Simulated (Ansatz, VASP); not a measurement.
# CdSe: VASP beside Ansatz

The input INCAR:

```
  ALGO = Normal
  EDIFF = 1E-8
  ENCUT = 520
  GGA = PE
  ISIF = 2
  ISMEAR = -1
  LASPH = T
  LCHARG = F
  LEFG = T
  LREAL = F
  LWAVE = F
  NBANDS = 16
  NELM = 80
  PREC = Accurate
  SIGMA = 0.03
```

File KPOINTS:

```
k-points
0
Gamma
  8 8 8
```

File POSCAR:

```
CdSe
1.0
    0.0000000000      3.0702711986      3.1009739106
    3.0702711986      0.0000000000      3.1009739106
    3.0702711986      3.0702711986      0.0000000000
Cd Se
1 1
Direct
    0.0000000000      0.0000000000      0.0000000000
    0.2500000000      0.2500000000      0.2500000000
```

Input for Ansatz:

```yaml
crystal:
  lattice:
    - [0.0, 3.0702711986, 3.1009739106]
    - [3.0702711986, 0.0, 3.1009739106]
    - [3.0702711986, 3.0702711986, 0.0]
  atoms:
    - { symbol: Cd, position: [0.0, 0.0, 0.0] }
    - { symbol: Se, position: [0.25, 0.25, 0.25] }
kpoints:
  mp_grid: { grid: [8, 8, 8] }
scf:
  occupations: { method: fermi_dirac, width: 0.03 }
hamiltonian:
  xc: pbe
  pseudopotentials: { kind: all_electron, datasets: crystal }
output:
  forces: true
  stress: true
  eigenvalues: true
  efg: { contact_densities: true }
```

Change from the starting cell: zz strain of +1 %, crystal datasets.

Alike in both runs: task electric field gradients; functional PBE; k mesh 8 × 8 × 8; occupations fermi-dirac, width 0.03 eV; no spin polarisation.

|  | VASP | Ansatz |
| --- | --- | --- |
| version | VASP 6.6.1 | Ansatz 0.2.0 |
| potentials or method | VASP PAW PBE potentials, release 64 (Cd, Se), cutoff 520 eV | all-electron PAW with datasets made for the crystal, scalar-relativistic |

VASP gave:

* pressure (GPa): 1.1
* traceless stress, the component that is largest in VASP (GPa): -0.11
* size of Vzz on the site where it differs most (V/Å²): 2.8

Q: What did Ansatz give for the same quantities?

A: Pressure (GPa): 0.8; traceless stress, the component that is largest in VASP (GPa): -0.11; size of Vzz on the site where it differs most (V/Å²): 3.0.

Ansatz ran all-electron here, and VASP with PAW potentials.
